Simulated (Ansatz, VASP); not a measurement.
One calculation of In, two programs

```
CELL_PARAMETERS angstrom
-1.89499 1.89499 1.89499
1.89499 -1.89499 1.89499
1.89499 1.89499 -1.89499
ATOMIC_POSITIONS crystal
In 0.00000 0.00000 0.00000
```

Change from the starting cell: volume scaled by 1.02.

Alike in both runs: task single point; functional LDA; k mesh 10 × 10 × 10; occupations fermi-dirac, width 0.05 eV; no spin polarisation.

|  | VASP | Ansatz |
| --- | --- | --- |
| version | VASP 6.6.1 | Ansatz 0.2.0 |
| potentials or method | VASP PAW LDA potentials, release 64 (In_d), cutoff 520 eV | all-electron LAPW, scalar-relativistic |

Ansatz gave:

* gap on the k mesh at the Fermi level (eV): none
* pressure (GPa): -3.4

Problem. Which values does VASP return?

Solution. gap on the k mesh at the Fermi level (eV): none; pressure (GPa): -3.5.

LDA's correlation is that of Perdew and Zunger in VASP and of Perdew and Wang (1992) in Ansatz. A gap of «none» marks a metal or a gap that the smearing closes. Ansatz ran all-electron here, and VASP with PAW potentials.
